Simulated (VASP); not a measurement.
Ge: single point with PBEsol

The system is Ge.

```
Ge
1.0
     3.99697    0.00000    0.00000
    -1.99848    3.46148    0.00000
     0.00000    0.00000    6.59637
Ge
4
Direct
  0.66667 0.33333 0.06291
  0.33333 0.66667 0.56291
  0.66667 0.33333 0.43709
  0.33333 0.66667 0.93709
```

```yaml
Program: VASP 6.6.1
Task: single point
Functional: PBEsol
Potentials_or_basis: VASP PAW PBE potentials, release 64 (Ge_d)
Cutoff: 520 eV
k_mesh: 12 × 12 × 6
Occupations: gaussian, width 0.1 eV
Spin: no spin polarisation
Dipole_correction: no
Further_INCAR_settings: ALGO = Normal; EDIFF = 1e-06; NBANDS = 36
```

| Quantity | Value |
| --- | --- |
| Pressure | -0.1 GPa |
| Largest force | 0.005 eV/Å |
| Band gap on the k mesh | zero (band 28 reaches 4.80 eV, above the bottom of band 29 at 4.79 eV) |

Forces on the atoms (eV/Å):
```
Ge   0.000  0.000 -0.005
Ge   0.000  0.000 -0.005
Ge   0.000  0.000  0.005
Ge   0.000  0.000  0.005
```

Levels at points of the mesh, in eV from the Fermi level:
| k point | band 25 | band 26 | band 27 | band 28 | band 29 | band 30 | band 31 | band 32 |
| --- | --- | --- | --- | --- | --- | --- | --- | --- |
| (0.00, 0.00, 0.00) | -1.51 | -0.18 | -0.16 | -0.05 | 0.10 | 0.10 | 2.22 | 2.22 |
| (0.50, 0.00, 0.00) | -4.63 | -3.10 | -2.86 | -1.47 | 0.44 | 1.59 | 3.47 | 3.65 |
| (0.00, 0.00, 0.50) | -0.88 | -0.88 | -0.88 | -0.88 | 0.62 | 0.62 | 3.32 | 3.32 |
| (0.50, 0.00, 0.50) | -2.58 | -2.58 | -2.44 | -2.44 | 0.45 | 0.45 | 2.03 | 2.03 |

Wall time 8.8 min on 1 thread of AMD EPYC 7R13, with other jobs on the host, peak memory 0.28 GiB.

Caveat: the PAW data sets were made with another functional, which shifts forces and pressure a little.
